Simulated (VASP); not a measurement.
# SiC (base) (Fm-3m) in VASP: notebook, part 3 of 3

VASP 6.6.1. The steps go on from the part before.

## 6. Single point, PBE

This run uses another cell than the first one, of 5.49 Å³/atom, 0.868 times its volume.

File INCAR:

```
SYSTEM = SiC
PREC = Accurate ; ENCUT = 600
EDIFF = 1E-6 ; ISMEAR = 0
SIGMA = 0.02 ; LREAL = .False.
LASPH = .True. ; NELM = 120
ALGO = Normal ; ISIF = 2
LWAVE = .False. ; LCHARG = .False.
GGA = PE ; NBANDS = 11
GGA_COMPAT = .False.
```

File KPOINTS:

```
regular mesh
0
Gamma
  16 16 16
  0 0 0
```

File POSCAR:

```
SiC
1.0
    0.0000000000      1.7639857877      1.7639857877
    1.7639857877      0.0000000000      1.7639857877
    1.7639857877      1.7639857877      0.0000000000
C Si
1 1
Direct
    0.0000000000      0.0000000000      0.0000000000
    0.5000000000      0.5000000000      0.5000000000
```

Potentials or basis: VASP PAW PBE potentials, release 64 (C, Si).

Run with:

```sh
> cat potpaw_PBE.64/C/POTCAR potpaw_PBE.64/Si/POTCAR > POTCAR
> mpirun -np 1 vasp_std > vasp.out
```

OUTCAR:

```text
SYSTEM = SiC
   PREC = Accurate
   ENCUT = 600
   EDIFF = 1E-6
   ISMEAR = 0
   LREAL = .False.
   LASPH = .True.
   NELM = 120
   ISIF = 2
   GGA = PE

 ion  position               nearest neighbor table
   1  0.000  0.000  0.000-   2 1.76   2 1.76   2 1.76   2 1.76   2 1.76   2 1.76
   2  0.500  0.500  0.500-   1 1.76   1 1.76   1 1.76   1 1.76   1 1.76   1 1.76

  LATTYP: Found a face centered cubic cell.
 ALAT       =     3.5279715754

  Lattice vectors:

 A1 = (   0.0000000000,   1.7639857877,   1.7639857877)
 A2 = (   1.7639857877,   0.0000000000,   1.7639857877)
 A3 = (   1.7639857877,   1.7639857877,   0.0000000000)

Analysis of symmetry for initial positions (statically):
=====================================================================
 Subroutine PRICEL returns:
 Original cell was already a primitive cell.

 Routine SETGRP: Setting up the symmetry group for a
 face centered cubic supercell.

 Subroutine GETGRP returns: Found 48 space group operations
 (whereof 48 operations were pure point group operations)
 out of a pool of 48 trial point group operations.

The static configuration has the point symmetry O_h .

Analysis of symmetry for dynamics (positions and initial velocities):
=====================================================================
 Subroutine PRICEL returns:
 Original cell was already a primitive cell.

 Routine SETGRP: Setting up the symmetry group for a
 face centered cubic supercell.

 Subroutine GETGRP returns: Found 48 space group operations
 (whereof 48 operations were pure point group operations)
 out of a pool of 48 trial point group operations.

The dynamic configuration has the point symmetry O_h .

 Subroutine INISYM returns: Found 48 space group operations
 (whereof 48 operations are pure point group operations),
 and found     1 'primitive' translations

----------------------------------------------------------------------------------------

                                     Primitive cell

  volume of cell :      10.9778

  direct lattice vectors                    reciprocal lattice vectors
     0.000000000  1.763985788  1.763985788    -0.283448996  0.283448996  0.283448996
     1.763985788  0.000000000  1.763985788     0.283448996 -0.283448996  0.283448996
     1.763985788  1.763985788  0.000000000     0.283448996  0.283448996 -0.283448996

  length of vectors
     2.494652625  2.494652625  2.494652625     0.490948062  0.490948062  0.490948062

  position of ions in fractional coordinates (direct lattice)
     0.000000000  0.000000000  0.000000000
     0.500000000  0.500000000  0.500000000

  ion indices of the primitive-cell ions
   primitive index   ion index
                 1           1
                 2           2

----------------------------------------------------------------------------------------

 KPOINTS: regular mesh

Automatic generation of k-mesh.
 Grid dimensions read from file:
 generate k-points for:   16   16   16

 Generating k-lattice:

  Cartesian coordinates                     Fractional coordinates (reciprocal lattice)
    -0.017715562  0.017715562  0.017715562     0.062500000  0.000000000  0.000000000
     0.017715562 -0.017715562  0.017715562     0.000000000  0.062500000  0.000000000
     0.017715562  0.017715562 -0.017715562     0.000000000  0.000000000  0.062500000

  Length of vectors
     0.030684254  0.030684254  0.030684254

  Shift w.r.t. Gamma in fractional coordinates (k-lattice)
     0.000000000  0.000000000  0.000000000

 Subroutine IBZKPT returns following result:
 ===========================================

 Found    145 irreducible k-points:

 Following reciprocal coordinates:
            Coordinates               Weight
  0.000000  0.000000  0.000000      1.000000
  0.062500  0.000000  0.000000      8.000000
  0.125000  0.000000  0.000000      8.000000
  0.187500  0.000000  0.000000      8.000000
  0.250000  0.000000  0.000000      8.000000
  0.312500  0.000000  0.000000      8.000000
[... 16 lines left out ...]
 -0.125000  0.062500  0.000000     24.000000
 -0.062500  0.062500  0.000000     12.000000
 [... further k-points ...]
   k-points           NKPTS =    145   k-points in BZ     NKDIM =    145   number of bands    NBANDS=     11
   number of dos      NEDOS =    301   number of ions     NIONS =      2
   total plane-waves  NPLWV =   8000
   dimension x,y,z NGX =    20 NGY =   20 NGZ =   20
   dimension x,y,z NGXF=    40 NGYF=   40 NGZF=   40
   ions per type =               1   1
   NGX,Y,Z   is equivalent  to a cutoff of  13.33, 13.33, 13.33 a.u.
   NGXF,Y,Z  is equivalent  to a cutoff of  26.66, 26.66, 26.66 a.u.
 SYSTEM =  SiC
   PREC   = accura    normal or accurate (medium, high low for compatibility)
   ISTART =      0    job   : 0-new  1-cont  2-samecut
   ICHARG =      2    charge: 1-file 2-atom 10-const
   ISPIN  =      1    spin polarized calculation?
   LNONCOLLINEAR =      F non collinear calculations
   LSORBIT =      F    spin-orbit coupling
   LASPH  =      T    aspherical Exc in radial PAW
   ENCUT  =  600.0 eV  44.10 Ry    6.64 a.u.   4.98  4.98  4.98*2*pi/ulx,y,z
   NELM   =    120;   NELMIN=  2; NELMDL= -5     # of ELM steps
   EDIFF  = 0.1E-05   stopping-criterion for ELM
   LREAL  =      F    real-space projection
   EDIFFG = 0.1E-04   stopping-criterion for IOM
   NSW    =      0    number of steps for IOM
   IBRION =     -1    ionic relax: 0-MD 1-quasi-New 2-CG
   NFREE  =      0    steps in history (QN), initial steepest desc. (CG)
   ISIF   =      2    stress and relaxation
   ISYM   =      2    0-nonsym 1-usesym 2-fastsym
   POTIM  = 0.5000    time-step for ionic-motion
   TEBEG  =    0.0;   TEEND  =   0.0 temperature during run
   PSTRESS=    0.0 pullay stress
   NELECT =       8.0000    total number of electrons
   NUPDOWN=      -1.0000    fix difference up-down
   EMIN   =  10.00;   EMAX   =-10.00  energy-range for DOS
   EFERMI =   0.00;   METHOD = LEGACY
   ISMEAR =     0;   SIGMA  =   0.02  broadening in eV -4-tet -1-fermi 0-gaus
   EFERMI_NEDOS =   21; number of points for ismear=-14 and -15
   IALGO  =     38    algorithm
   IMIX   =      4    mixing-type and parameters
     AMIX     =   0.40;   BMIX     =  1.00
     AMIX_MAG =   1.60;   BMIX_MAG =  1.00
  volume/ion in A,a.u.               =       5.49        37.04
  Fermi-wavevector in a.u.,A,eV,Ry     =   1.473216  2.783974 29.529612  2.170365
  Thomas-Fermi vector in A             =   2.588136
   LORBIT       =      0    0 simple, 1 ext, 2 COOP (PROOUT), +10 PAW based schemes
   GGA     = PE    functional components
   LHFCALC =     F    Hartree Fock is set to
   AEXX    =    0.0000 exact exchange contribution
   IVDW    =     0    specifies the selected vdW correction
   LEPSILON=     F    determine dielectric tensor
   LRPA    =     F    only Hartree local field effects (RPA)
 non-spin polarized calculation
 Gauss-broadening in eV      SIGMA  =   0.02
  energy-cutoff  :      600.00
  volume of cell :       10.98
 maximum number of plane-waves:       380
   NGX =  9   NGY =  9   NGZ =  9

 number of electron       7.9999999 magnetization

 Free energy of the ion-electron system (eV)
  ---------------------------------------------------
  ext. energy  EPLUGINS =         0.00000000
  ---------------------------------------------------
  free energy    TOTEN  =       -10.45334972 eV

  energy without entropy =      -10.45334972  energy(sigma->0) =      -10.45334972

 E-fermi :  19.9412     XC(G=0): -14.6672

 val. band max:       19.8410662472   @ k =   0.0000   0.0000   0.0000
 cond. band min:      20.0655775873   @ k =   0.5000   0.5000   0.0000
 fundamental gap:      0.2245113401
 Fermi energy:        19.9411951160

 k-point     1 :       0.0000    0.0000    0.0000
  band No.  band energies     occupation
      1      -4.1009      2.00000
      2      19.8411      2.00000
      3      19.8411      2.00000
      4      19.8411      2.00000
      5      28.7980      0.00000
      6      28.7980      0.00000
      7      28.7980      0.00000
      8      35.8549      0.00000
      9      35.8549      0.00000
     10      36.2379      0.00000
     11      36.2477      0.00000
[... 309 lines left out ...]
 k-point    24 :      -0.0625    0.0625    0.0000
  band No.  band energies     occupation
      1      -3.7704      2.00000
      2      18.4730      2.00000
      3      18.8091      2.00000
      4      19.7606      2.00000
      5      28.3617      0.00000
      6      29.1648      0.00000
      7      30.0504      0.00000
      8      33.2245      0.00000
      9      34.7083      0.00000
     10      36.6407      0.00000
     11      38.3829      0.00000

 [... further k-points ...]
[... 5 lines left out ...]
  --------------------------------------------------------------------------------------
  -------------------------------------------------------------------------------------
  Total       17.0747192     17.0747192     17.0747192     -0.0000000      0.0000000      0.0000000
  in kB     2492.0050197   2492.0050197   2492.0050197     -0.0000000      0.0000000      0.0000000
  external PRESSURE =    2492.0050197 kB  Pullay stress =       0.0000000 kB

 VOLUME and BASIS-vectors are now :
 -----------------------------------------------------------------------------
  energy-cutoff  :      600.00
  volume of cell :       10.98
      direct lattice vectors                 reciprocal lattice vectors
     0.000000000  1.763985788  1.763985788    -0.283448996  0.283448996  0.283448996
     1.763985788  0.000000000  1.763985788     0.283448996 -0.283448996  0.283448996
     1.763985788  1.763985788  0.000000000     0.283448996  0.283448996 -0.283448996

 POSITION                                       TOTAL-FORCE (eV/Angst)
 -----------------------------------------------------------------------------------
      0.00000      0.00000      0.00000        -0.000000      0.000000     -0.000000
      1.76399      1.76399      1.76399         0.000000      0.000000      0.000000
 -----------------------------------------------------------------------------------
    total drift:                               -0.000000     -0.000000     -0.000000

  FREE ENERGIE OF THE ION-ELECTRON SYSTEM (eV)
  ---------------------------------------------------
  free  energy   TOTEN  =       -10.4533497182 eV

  energy  without entropy=      -10.4533497182  energy(sigma->0) =      -10.45334972
```

OSZICAR:

```text
N       E                     dE             d eps       ncg     rms          rms(c)
DAV:   1     0.962239721928E+01    0.96224E+01   -0.51710E+03  3262   0.801E+02
DAV:   2    -0.122110190996E+02   -0.21833E+02   -0.20699E+02  4093   0.129E+02
DAV:   3    -0.126691750184E+02   -0.45816E+00   -0.45724E+00  3902   0.142E+01
DAV:   4    -0.126697549628E+02   -0.57994E-03   -0.57991E-03  3539   0.613E-01
DAV:   5    -0.126697556360E+02   -0.67325E-06   -0.67324E-06  3789   0.198E-02    0.149E+01
DAV:   6    -0.106572086790E+02    0.20125E+01   -0.41206E+00  3391   0.116E+01    0.755E+00
DAV:   7    -0.104591164587E+02    0.19809E+00   -0.86811E-01  3671   0.569E+00    0.224E+00
DAV:   8    -0.104537767109E+02    0.53397E-02   -0.89265E-03  3402   0.739E-01    0.602E-01
DAV:   9    -0.104533458692E+02    0.43084E-03   -0.42314E-04  3979   0.198E-01    0.197E-01
DAV:  10    -0.104533488357E+02   -0.29665E-05   -0.49304E-06  3625   0.190E-02    0.195E-02
DAV:  11    -0.104533498473E+02   -0.10116E-05   -0.20448E-06  3304   0.103E-02    0.922E-03
DAV:  12    -0.104533497182E+02    0.12905E-06   -0.37260E-08  1739   0.184E-03
   1 F= -.10453350E+02 E0= -.10453350E+02  d E =-.107588E-15
```

stdout:

```text
POSCAR found type information on POSCAR C Si
 POSCAR found :  2 types and       2 ions
 scaLAPACK will be used
 LDA part: xc-table for (Slater+PW92), standard interpolation
 POSCAR, INCAR and KPOINTS ok, starting setup
 FFT: planning ... GRIDC
 FFT: planning ... GRID_SOFT
 FFT: planning ... GRID
 WAVECAR not read
 entering main loop
```

It took 12 s on 1 thread of AMD EPYC 7R13 (Zen 3), shared host; peak memory 0.1 GiB.

Results:

| Quantity | Value |
| --- | --- |
| Free energy | -10.4533 eV |
| Pressure | 249.2 GPa |
| Band gap on the k mesh | 0.22 eV, indirect (least direct gap 6.38 eV) |

Levels at points of the mesh, in eV from the valence-band top:
```
           k point  band 1  band 2  band 3  band 4  band 5  band 6  band 7  band 8
(0.00, 0.00, 0.00)  -23.94    0.00    0.00    0.00    8.96    8.96    8.96   16.01
(0.50, 0.00, 0.00)  -16.93  -15.40   -2.46   -2.46    7.56    7.56    8.68   14.43
(0.50, 0.50, 0.00)  -14.10  -13.91   -6.16   -6.16    0.22    2.48   21.25   21.90
```

A k mesh can miss the band edges.

## 7. Summary

```csv
task,cell,k mesh,smearing,gap on the mesh (eV),pressure (GPa)
single point,"a = 2.615 Å, angles 60.0°, 2 atoms",8 × 8 × 8,gaussian 0.1 eV,1.12,124.2
single point,"a = 2.953 Å, angles 60.0°, 2 atoms",8 × 8 × 8,gaussian 0.1 eV,none,-16.4
single point,"a = 2.615 Å, angles 60.0°, 2 atoms",12 × 12 × 12,gaussian 0.02 eV,1.12,124.5
relaxation of cell and atoms,"relaxed to 125 GPa from a = 2.953 Å, angles 60.0°, 2 atoms",8 × 8 × 8,gaussian 0.1 eV,1.12,124.5
single point,"a = 2.495 Å, angles 60.0°, 2 atoms",16 × 16 × 16,gaussian 0.02 eV,0.22,249.2
```

Alike in all rows: level PBE; potentials or basis VASP PAW PBE potentials, release 64 (C, Si); no spin polarisation; cutoff (eV) 600.

Caveats: the cell is relaxed towards a set pressure, so the enthalpy falls and the energy may rise (some runs); the volume moved by over 15 % at a fixed basis, so the end points are rough (some runs).

Absolute energies hang on the potentials; compare differences alone.
